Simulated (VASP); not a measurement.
A run of VASP 6.6.1 is set up as follows.

Contents of INCAR:

```
PREC = Accurate ; ENCUT = 520
EDIFF = 1E-7 ; ISMEAR = -1
SIGMA = 0.1 ; LREAL = F
LASPH = T ; NELM = 100
ALGO = Normal ; ISIF = 2
LWAVE = F ; LCHARG = F
GGA = PE ; NBANDS = 52
```

KPOINTS

```
Automatic mesh
0
Gamma
  4 4 4
  0.5 0.5 0.5
```

File POSCAR:

```
K2Lu
1.0
   -0.0309171600      4.6283862600      4.6435069200
    4.6283487200     -0.0211460000      4.6337347700
    4.5641400200      4.5544064000      0.0430627000
Lu K
2 4
Direct
    0.0143080000      0.0216600000      0.9818540000
    0.2398930000      0.2445890000      0.2445770000
    0.6503710000      0.6303470000      0.6050750000
    0.1317360000      0.5967800000      0.6472970000
    0.6156460000      0.6312230000      0.1256050000
    0.6264810000      0.1229390000      0.6243600000
```

Potentials or basis: VASP PAW PBE potentials, release 64 (Lu, K_sv).

Command:

```bash
$ cat potpaw_PBE.64/Lu/POTCAR potpaw_PBE.64/K_sv/POTCAR > POTCAR
$ mpirun -np 1 vasp_std > vasp.out
```

(1) What does it give for the largest force?

(2) What does it give for the pressure?

(3) Estimate the band gap on the k mesh.

## Answers

(1) 0.492 eV/Å.

(2) 7.4 GPa.

(3) zero (bands 43 and 44 overlap by 0.08 eV).

Caveat: the cell stands under pressure; spin-orbit coupling is left out, which moves the levels of the heavy elements.
